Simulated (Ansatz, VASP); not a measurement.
**MgSe: VASP beside Ansatz**

```
Mg Se
1.0
     0.00000    2.72665    2.72665
     2.72665    0.00000    2.72665
     2.72665    2.72665    0.00000
Mg Se
1 1
Direct
  0.00000 0.00000 0.00000
  0.50000 0.50000 0.50000
```

Alike in both runs: task single point; functional PBE; k mesh 6 × 6 × 6; no spin polarisation.

```csv
,VASP,Ansatz
version,VASP 6.6.1,Ansatz 0.2.0
potentials or method,"VASP PAW PBE potentials, release 64 (Mg, Se)","plane waves, PAW"
plane-wave cutoff (eV),600,420
occupations,"gaussian, width 0.01 eV",fixed
valence electrons in the cell,8,26
```

```csv
,VASP,Ansatz,Ansatz less VASP
gap on the k mesh at the Fermi level (eV),1.80,1.82,+0.023
pressure (GPa),1.9,2.0,+0.12
```

VASP's potentials hold 8 valence electrons a cell and Ansatz's 26, so a difference there can come from the potentials and not from the codes.
